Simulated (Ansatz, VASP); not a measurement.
**One calculation of Si5N, two programs**

```
Si N
1.0
     3.70969    0.00000    0.00000
    -1.85484    3.21268    0.00000
     0.00000    0.00000    8.61057
Si N
5 1
Cartesian
  0.0000 2.1418 2.6742
  0.0000 2.1418 5.0356
  1.8548 1.0709 5.8956
  1.8548 1.0709 8.2599
  0.0000 0.0000 1.8162
  0.0000 0.0000 -0.0025
```

Change from the starting cell: built by hand: N-substituted diamond, ordered along (111) (P3m1, No. 156).

Alike in both runs: functional PBE; k mesh 12 × 12 × 4; occupations gaussian, width 0.1 eV; no spin polarisation.

Ansatz relaxed the structure, and its values are those at the end. VASP's run is a single point on that final structure, the one shown.

|  | VASP | Ansatz |
| --- | --- | --- |
| version | VASP 6.6.1 | Ansatz 0.2.0 |
| potentials or method | VASP PAW PBE potentials, release 64 (Si, N), cutoff 520 eV | scalar-relativistic, plane waves, PAW |
| valence electrons in the cell | 25 | 25 |

```csv
,VASP,Ansatz,Ansatz less VASP
gap on the k mesh at the Fermi level (eV),none,none,-
pressure (GPa),-0.1,0.0,+0.08
rms of the force components (eV/Å),0.005,0.001,-0.0039
```

A gap of «none» marks a metal or a gap that the smearing closes.
